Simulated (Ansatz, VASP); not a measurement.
# Hf3O8 in VASP and in Ansatz

```
O Hf
1.0
     3.57677    0.00000    0.00000
    -1.78839    3.09758    0.00000
     0.00000    0.00000   25.22148
O Hf
8 3
Cartesian
  1.7884 1.0325 7.5894
  0.0000 0.0000 9.0340
  0.0000 2.0651 10.4162
  1.7884 1.0325 11.8991
  0.0000 0.0000 13.3224
  0.0000 2.0651 14.8053
  1.7884 1.0325 16.1874
  0.0000 0.0000 17.6321
  1.7884 1.0325 9.5579
  0.0000 2.0651 12.6107
  0.0000 0.0000 15.6636
```

Alike in both runs: functional r2SCAN; k mesh 9 × 9 × 1; occupations gaussian, width 0.05 eV; no spin polarisation.

Ansatz relaxed the structure, and its values are those at the end. VASP's run is a single point on that final structure, the one shown.

|  | VASP | Ansatz |
| --- | --- | --- |
| version | VASP 6.6.1 | Ansatz 0.2.0 |
| potentials or method | VASP PAW PBE potentials, release 64 (O, Hf_pv), cutoff 520 eV | scalar-relativistic, plane waves, PAW |
| valence electrons in the cell | 78 | 126 |

Ansatz gave:

| Item | Value |
| --- | --- |
| gap on the k mesh at the Fermi level (eV) | none |
| rms of the force components (eV/Å) | 0.007 |

Problem. Estimate VASP's values.

Solution. gap on the k mesh at the Fermi level (eV): none; rms of the force components (eV/Å): 0.034.

VASP's potentials were made for PBE, not for r2SCAN. A gap of «none» marks a metal or a gap that the smearing closes. VASP's potentials hold 78 valence electrons a cell and Ansatz's 126, so a difference there can come from the potentials and not from the codes. Ansatz's warnings: xc potential rough in thin density.

Spin-orbit coupling is off throughout.
